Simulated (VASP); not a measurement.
Here is a VASP 6.6.1 calculation.

The input INCAR:

```
SYSTEM = Ca2Ta3O
PREC = Accurate
ENCUT = 520
EDIFF = 1E-6
ISMEAR = 0
SIGMA = 0.1
LREAL = .FALSE.
LASPH = .TRUE.
NELM = 80
ALGO = Normal
ISIF = 2
LWAVE = .FALSE.
LCHARG = .TRUE.
GGA = PE
LELF = .TRUE.
LVHAR = .TRUE.
NBANDS = 38
```

File KPOINTS:

```
Automatic mesh
0
G
  12 12 4
  0 0 0
```

POSCAR

```
Ca2Ta3O
1.0
    3.2184060394      0.0000000000      0.0000000000
    0.0000000000      3.2184060394      0.0000000000
    0.0000000000      0.0000000000     12.2935544711
Ca Ta O
2 3 1
Direct
    0.0000000000      0.0000000000      0.9938359402
    0.5000000000      0.5000000000      0.4754578018
    0.0000000000      0.0000000000      0.6876006301
    0.0000000000      0.0000000000      0.2782287282
    0.5000000000      0.5000000000      0.8013070669
    0.5000000000      0.5000000000      0.2635698427
```

Potentials or basis: VASP PAW PBE potentials, release 64 (Ca_sv, Ta_pv, O).

Launch:

```sh
$ cat potpaw_PBE.64/Ca_sv/POTCAR potpaw_PBE.64/Ta_pv/POTCAR potpaw_PBE.64/O/POTCAR > POTCAR
$ mpirun -np 1 vasp_std > vasp.out
```

Predict the pressure.

0.1 GPa.

Estimate the largest force.

0.013 eV/Å.

Estimate the band gap on the k mesh.

zero (an odd number of electrons rules out a gap without spin polarisation).

Forces in eV/Å, atoms in the order of the input:
```
Ca   0.000  0.000  0.009
Ca   0.000  0.000  0.010
Ta   0.000  0.000 -0.003
Ta   0.000  0.000 -0.002
Ta   0.000  0.000  0.000
O    0.000  0.000 -0.013
```

Caveat: spin-orbit coupling is left out, which moves the levels of the heavy elements; an odd number of electrons without spin polarisation forces a metal; a magnetic or distorted state may lie lower.
